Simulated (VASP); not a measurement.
Runs of VASP 6.6.1 on GaN. The structure is that of space group P6_3mc (No. 186), or close to it. The cells are those of the table. 

```csv
cell,gap on the mesh (eV),pressure (GPa),largest force (eV/Å)
"a = 3.081, b = 3.081, c = 5.505 Å, angles 90.0, 90.0, 120.0°, 4 atoms",1.49,9.4,(b)
"a = 3.426, b = 3.426, c = 4.452 Å, angles 90.0, 90.0, 120.0°, 4 atoms",1.93,24.5,6.03
"a = 3.357, b = 3.357, c = 4.636 Å, angles 90.0, 90.0, 120.0°, 4 atoms",1.88,16.4,(a)
"a = 2.992, b = 2.992, c = 5.834 Å, angles 90.0, 90.0, 120.0°, 4 atoms",0.61,15.1,0.78
"a = 2.914, b = 2.914, c = 6.153 Å, angles 90.0, 90.0, 120.0°, 4 atoms",none,23.1,0.72
"a = 3.270, b = 3.270, c = 4.887 Å, angles 90.0, 90.0, 120.0°, 4 atoms",1.94,9.8,1.48
"a = 3.129, b = 3.129, c = 5.337 Å, angles 90.0, 90.0, 120.0°, 4 atoms",1.79,(c),0.33
"a = 3.224, b = 3.224, c = 5.027 Å, angles 90.0, 90.0, 120.0°, 4 atoms",1.99,8.0,0.69
```

Alike in all rows: task single point; level PBE; potentials or basis VASP PAW PBE potentials, release 64 (Ga_d, N); no spin polarisation; k mesh 12 × 12 × 6; cutoff (eV) 520; smearing gaussian 0.05 eV.

Q: Fill in the values left out.

A: (a) 3.63; (b) 0.60; (c) 7.8.

Caveats: forces of over 1 eV/Å act on the atoms, so gaps and moduli don't describe the material at rest (some runs).

A k mesh can miss the band edges, and the runs leave out spin-orbit coupling on Ga.

A gap of «none» marks levels without a gap at the run's occupations.
